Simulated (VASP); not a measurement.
# LiCl (P6_3/mmc) in VASP: notebook

LiCl is run at these levels: r2SCAN; tasks: single point.

Program: VASP 6.6.1. These are calculated values, not measurements. Logs are shortened: lines on timing, memory, paths and dates and some standing lists are left out, and cuts for length are marked.

## Step 1: The cell of the first run

Symmetry: P6_3/mmc, No. 194, hexagonal system. Conventional cell: a = 3.957 Å, b = 3.957 Å, c = 5.491 Å, α = 90.00°, β = 90.00°, γ = 120.00°. Within 3.0 Å of Li (site symmetry -6m2) lie 5 Cl at 2.28 to 2.75 Å. Cl (site symmetry -6m2) has 5 Li at 2.28 to 2.75 Å within 3.0 Å.

## Step 2: Single point, r2SCAN (epitaxial xy strain -4.9%)

The input, POSCAR:

```
LiCl
1.0
    3.9571094246      0.0000000000      0.0000000000
   -1.9785547123      3.4269572872      0.0000000000
    0.0000000000      0.0000000000      5.4912653896
Li Cl
2 2
Direct
    0.3333333333      0.6666666667      0.2500000000
    0.6666666667      0.3333333333      0.7500000000
    0.6666666667      0.3333333333      0.2500000000
    0.3333333333      0.6666666667      0.7500000000
```

The input, INCAR.step1:

```
PREC = Accurate ; ENCUT = 520
ISMEAR = 0 ; SIGMA = 0.01
LREAL = F ; LASPH = T
NELM = 100 ; NBANDS = 18
GGA = PE ; ALGO = Normal
EDIFF = 1E-4 ; LWAVE = T
LCHARG = F
```

The input, INCAR.step2:

```
PREC = Accurate ; ENCUT = 520
EDIFF = 1E-7 ; ISMEAR = 0
SIGMA = 0.01 ; LREAL = F
LASPH = T ; NELM = 100
ALGO = Normal ; ISIF = 2
LWAVE = F ; LCHARG = T
METAGGA = R2SCAN ; LMIXTAU = T
LELF = T ; LVHAR = T
NBANDS = 18 ; ISTART = 1
```

The input, KPOINTS:

```
regular mesh
0
Gamma
  12 12 6
```

Potentials or basis: VASP PAW PBE potentials, release 64 (Li_sv, Cl).

Launch:

```sh
$ cat potpaw_PBE.64/Li_sv/POTCAR potpaw_PBE.64/Cl/POTCAR > POTCAR
$ cp INCAR.step1 INCAR
$ mpirun -np 1 vasp_std > vasp.out
$ cp INCAR.step2 INCAR
$ mpirun -np 1 vasp_std > vasp.out
```

OUTCAR:

```text
PREC = Accurate
   ENCUT = 520
   EDIFF = 1E-7
   ISMEAR = 0
   LREAL = F
   LASPH = T
   NELM = 100
   ISIF = 2
   METAGGA = R2SCAN
   ISTART = 1

 ion  position               nearest neighbor table
   1  0.333  0.667  0.250-   3 2.28   3 2.28   3 2.28
   2  0.667  0.333  0.750-   4 2.28   4 2.28   4 2.28
   3  0.667  0.333  0.250-   1 2.28   1 2.28   1 2.28
   4  0.333  0.667  0.750-   2 2.28   2 2.28   2 2.28

  LATTYP: Found a hexagonal cell.
 ALAT       =     3.9571094246
 C/A-ratio  =     1.3876961187

  Lattice vectors:

 A1 = (   3.9571094246,   0.0000000000,   0.0000000000)
 A2 = (  -1.9785547123,   3.4269572872,   0.0000000000)
 A3 = (   0.0000000000,   0.0000000000,   5.4912653896)

Analysis of symmetry for initial positions (statically):
=====================================================================
 Subroutine PRICEL returns:
 Original cell was already a primitive cell.

 Routine SETGRP: Setting up the symmetry group for a
 hexagonal supercell.

 Subroutine GETGRP returns: Found 24 space group operations
 (whereof 12 operations were pure point group operations)
 out of a pool of 24 trial point group operations.

The static configuration has the point symmetry D_3d.
 The point group associated with its full space group is D_6h.

Analysis of symmetry for dynamics (positions and initial velocities):
=====================================================================
 Subroutine PRICEL returns:
 Original cell was already a primitive cell.

 Routine SETGRP: Setting up the symmetry group for a
 hexagonal supercell.

 Subroutine GETGRP returns: Found 24 space group operations
 (whereof 12 operations were pure point group operations)
 out of a pool of 24 trial point group operations.

The dynamic configuration has the point symmetry D_3d.
 The point group associated with its full space group is D_6h.

 Subroutine INISYM returns: Found 24 space group operations
 (whereof 12 operations are pure point group operations),
 and found     1 'primitive' translations

----------------------------------------------------------------------------------------

                                     Primitive cell

  volume of cell :      74.4662

  direct lattice vectors                    reciprocal lattice vectors
     3.957109425  0.000000000  0.000000000     0.252709716  0.145902023  0.000000000
    -1.978554712  3.426957287  0.000000000     0.000000000  0.291804045  0.000000000
     0.000000000  0.000000000  5.491265390     0.000000000  0.000000000  0.182107389

  length of vectors
     3.957109425  3.957109425  5.491265390     0.291804045  0.291804045  0.182107389

  position of ions in fractional coordinates (direct lattice)
     0.333333333  0.666666667  0.250000000
     0.666666667  0.333333333  0.750000000
     0.666666667  0.333333333  0.250000000
     0.333333333  0.666666667  0.750000000

  ion indices of the primitive-cell ions
   primitive index   ion index
                 1           1
                 2           2
                 3           3
                 4           4

----------------------------------------------------------------------------------------

 KPOINTS: regular mesh

Automatic generation of k-mesh.
 Grid dimensions read from file:
 generate k-points for:   12   12    6

 Generating k-lattice:

  Cartesian coordinates                     Fractional coordinates (reciprocal lattice)
     0.021059143  0.012158502  0.000000000     0.083333333  0.000000000  0.000000000
     0.000000000  0.024317004  0.000000000     0.000000000  0.083333333  0.000000000
     0.000000000  0.000000000  0.030351231     0.000000000  0.000000000  0.166666667

  Length of vectors
     0.024317004  0.024317004  0.030351231

  Shift w.r.t. Gamma in fractional coordinates (k-lattice)
     0.000000000  0.000000000  0.000000000

 Subroutine IBZKPT returns following result:
 ===========================================

 Found     76 irreducible k-points:

 Following reciprocal coordinates:
            Coordinates               Weight
  0.000000  0.000000  0.000000      1.000000
  0.083333 -0.000000  0.000000      6.000000
  0.166667  0.000000  0.000000      6.000000
  0.250000 -0.000000  0.000000      6.000000
  0.333333  0.000000  0.000000      6.000000
  0.416667 -0.000000  0.000000      6.000000
[... 16 lines left out ...]
  0.250000 -0.000000  0.166667     12.000000
  0.333333  0.000000  0.166667     12.000000
 [... further k-points ...]
   k-points           NKPTS =     76   k-points in BZ     NKDIM =     76   number of bands    NBANDS=     18
   number of dos      NEDOS =    301   number of ions     NIONS =      4
   total plane-waves  NPLWV =  37800
   dimension x,y,z NGX =    30 NGY =   30 NGZ =   42
   dimension x,y,z NGXF=    60 NGYF=   60 NGZF=   84
   ions per type =               2   2
   NGX,Y,Z   is equivalent  to a cutoff of  12.60, 12.60, 12.72 a.u.
   NGXF,Y,Z  is equivalent  to a cutoff of  25.21, 25.21, 25.43 a.u.
 SYSTEM =  unknown system
   PREC   = accura    normal or accurate (medium, high low for compatibility)
   ISTART =      1    job   : 0-new  1-cont  2-samecut
   ICHARG =      0    charge: 1-file 2-atom 10-const
   ISPIN  =      1    spin polarized calculation?
   LNONCOLLINEAR =      F non collinear calculations
   LSORBIT =      F    spin-orbit coupling
   LASPH  =      T    aspherical Exc in radial PAW
   ENCUT  =  520.0 eV  38.22 Ry    6.18 a.u.   7.36  7.36 10.21*2*pi/ulx,y,z
   NELM   =    100;   NELMIN=  2; NELMDL=  0     # of ELM steps
   EDIFF  = 0.1E-06   stopping-criterion for ELM
   LREAL  =      F    real-space projection
   EDIFFG = 0.1E-05   stopping-criterion for IOM
   NSW    =      0    number of steps for IOM
   IBRION =     -1    ionic relax: 0-MD 1-quasi-New 2-CG
   NFREE  =      0    steps in history (QN), initial steepest desc. (CG)
   ISIF   =      2    stress and relaxation
   ISYM   =      2    0-nonsym 1-usesym 2-fastsym
   POTIM  = 0.5000    time-step for ionic-motion
   TEBEG  =    0.0;   TEEND  =   0.0 temperature during run
   PSTRESS=    0.0 pullay stress
   NELECT =      20.0000    total number of electrons
   NUPDOWN=      -1.0000    fix difference up-down
   EMIN   =  10.00;   EMAX   =-10.00  energy-range for DOS
   EFERMI =   0.00;   METHOD = LEGACY
   ISMEAR =     0;   SIGMA  =   0.01  broadening in eV -4-tet -1-fermi 0-gaus
   EFERMI_NEDOS =   21; number of points for ismear=-14 and -15
   IALGO  =     38    algorithm
   IMIX   =      4    mixing-type and parameters
     AMIX     =   0.40;   BMIX     =  1.00
     AMIX_MAG =   1.60;   BMIX_MAG =  1.00
  volume/ion in A,a.u.               =      18.62       125.63
  Fermi-wavevector in a.u.,A,eV,Ry     =   1.056246  1.996016 15.179418  1.115656
  Thomas-Fermi vector in A             =   2.191475
   LORBIT       =      0    0 simple, 1 ext, 2 COOP (PROOUT), +10 PAW based schemes
   METAGGA = R2SCAN    functional components
   LHFCALC =     F    Hartree Fock is set to
   AEXX    =    0.0000 exact exchange contribution
   IVDW    =     0    specifies the selected vdW correction
   LEPSILON=     F    determine dielectric tensor
   LRPA    =     F    only Hartree local field effects (RPA)
 non-spin polarized calculation
 Gauss-broadening in eV      SIGMA  =   0.01
  energy-cutoff  :      520.00
  volume of cell :       74.47
 maximum number of plane-waves:      2043
 NGX is ok and might be reduce to    30
   NGX = 15   NGY = 15   NGZ = 21

 number of electron      20.0000001 magnetization

 Free energy of the ion-electron system (eV)
  ---------------------------------------------------
  ext. energy  EPLUGINS =         0.00000000
  ---------------------------------------------------
  free energy    TOTEN  =       -25.03214410 eV

  energy without entropy =      -25.03214410  energy(sigma->0) =      -25.03214410

 E-fermi :  -0.1598     XC(G=0):  -8.5686

 val. band max:       -0.3233466290   @ k =   0.0000   0.0000   0.0000
 cond. band min:       6.1867261918   @ k =   0.0000   0.0000   0.0000
 fundamental gap:      6.5100728208
 Fermi energy:        -0.1598477573

 k-point     1 :       0.0000    0.0000    0.0000
  band No.  band energies     occupation
      1     -45.1053      2.00000
      2     -45.1019      2.00000
      3     -14.4764      2.00000
      4     -13.7728      2.00000
      5      -3.4141      2.00000
      6      -1.7612      2.00000
[... 10 lines left out ...]
     17      11.7612      0.00000
     18      12.6540      0.00000

 k-point     2 :       0.0833   -0.0000    0.0000
  band No.  band energies     occupation
      1     -45.1051      2.00000
      2     -45.1019      2.00000
      3     -14.4595      2.00000
      4     -13.7765      2.00000
      5      -3.3656      2.00000
      6      -1.8379      2.00000
[... 10 lines left out ...]
     17      11.4882      0.00000
     18      12.2546      0.00000

 k-point     3 :       0.1667    0.0000    0.0000
  band No.  band energies     occupation
      1     -45.1048      2.00000
      2     -45.1018      2.00000
      3     -14.4112      2.00000
      4     -13.7886      2.00000
      5      -3.2240      2.00000
      6      -2.0524      2.00000
[... 10 lines left out ...]
     17      11.2611      0.00000
     18      11.8774      0.00000

 k-point     4 :       0.2500   -0.0000    0.0000
  band No.  band energies     occupation
      1     -45.1043      2.00000
      2     -45.1017      2.00000
      3     -14.3382      2.00000
      4     -13.8113      2.00000
      5      -3.0015      2.00000
      6      -2.3507      2.00000
[... 375 lines left out ...]
      4     -13.8361      2.00000
      5      -3.0923      2.00000
      6      -1.9755      2.00000
[... 10 lines left out ...]
     17      11.1303      0.00000
     18      11.5622      0.00000

 k-point    23 :       0.2500   -0.0000    0.1667
  band No.  band energies     occupation
      1     -45.1041      2.00000
      2     -45.1019      2.00000
      3     -14.3066      2.00000
      4     -13.8508      2.00000
      5      -2.9679      2.00000
      6      -2.2150      2.00000
[... 10 lines left out ...]
     17      11.6358      0.00000
     18      11.7952      0.00000

 k-point    24 :       0.3333    0.0000    0.1667
  band No.  band energies     occupation
      1     -45.1035      2.00000
      2     -45.1018      2.00000
      3     -14.2273      2.00000
      4     -13.8760      2.00000
      5      -2.9283      2.00000
      6      -2.3605      2.00000
[... 10 lines left out ...]
     17      12.1225      0.00000
     18      12.2797      0.00000

 [... further k-points ...]

------------------------ aborting loop because EDIFF is reached ----------------------------------------

  FORCE on cell =-STRESS in cart. coord.  units (eV):
  Direction    XX          YY          ZZ          XY          YZ          ZX
  --------------------------------------------------------------------------------------
  -------------------------------------------------------------------------------------
  Total        1.4848731      1.4848731     -0.2391307      0.0000000      0.0000000      0.0000000
  in kB       31.9477844     31.9477844     -5.1450155      0.0000000      0.0000000      0.0000000
  external PRESSURE =      19.5835178 kB  Pullay stress =       0.0000000 kB

 VOLUME and BASIS-vectors are now :
 -----------------------------------------------------------------------------
  energy-cutoff  :      520.00
  volume of cell :       74.47
      direct lattice vectors                 reciprocal lattice vectors
     3.957109425  0.000000000  0.000000000     0.252709716  0.145902023  0.000000000
    -1.978554712  3.426957287  0.000000000     0.000000000  0.291804045  0.000000000
     0.000000000  0.000000000  5.491265390     0.000000000  0.000000000  0.182107389

 POSITION                                       TOTAL-FORCE (eV/Angst)
 -----------------------------------------------------------------------------------
     -0.00000      2.28464      1.37282         0.000000     -0.000000      0.000000
      1.97855      1.14232      4.11845        -0.000000      0.000000      0.000000
      1.97855      1.14232      1.37282        -0.000000     -0.000000      0.000000
     -0.00000      2.28464      4.11845         0.000000      0.000000      0.000000
 -----------------------------------------------------------------------------------
    total drift:                               -0.000000      0.000000      0.000000

  FREE ENERGIE OF THE ION-ELECTRON SYSTEM (eV)
  ---------------------------------------------------
  free  energy   TOTEN  =       -25.0321441045 eV

  energy  without entropy=      -25.0321441045  energy(sigma->0) =      -25.03214410
```

Wall time 9.1 min (1 thread of Intel Xeon 8259CL, shared host); peak memory 0.24 GiB.

Results:

```
Free energy            : -25.0321 eV
Band gap on the k mesh : 6.51 eV
```

Levels at points of the mesh, in eV from the valence-band top:
| k point | band 6 | band 7 | band 8 | band 9 | band 10 | band 11 | band 12 | band 13 | band 14 | band 15 |
| --- | --- | --- | --- | --- | --- | --- | --- | --- | --- | --- |
| (0.00, 0.00, 0.00) | -1.44 | -1.44 | -0.82 | -0.82 | 0.00 | 6.51 | 9.07 | 9.67 | 9.67 | 10.92 |
| (0.50, 0.00, 0.00) | -2.03 | -1.98 | -1.84 | -1.01 | -1.01 | 8.06 | 8.92 | 9.39 | 11.21 | 11.65 |
| (0.00, 0.00, 0.50) | -1.66 | -1.14 | -1.14 | -1.14 | -1.14 | 8.41 | 8.41 | 9.81 | 9.81 | 9.81 |
| (0.50, 0.00, 0.50) | -2.74 | -1.56 | -1.56 | -0.75 | -0.75 | 7.77 | 7.77 | 9.75 | 9.75 | 12.83 |

Caveat: the cell differs from its parent crystal (epitaxial xy strain -4.9%); the cutoff is under 1.25 times the usual one of these potentials, so pressure, stress and relaxed cells hold a basis-set (Pulay) error; the PAW data sets were made with another functional, which shifts forces and pressure a little.

(Part 1 of 2 ends here.)
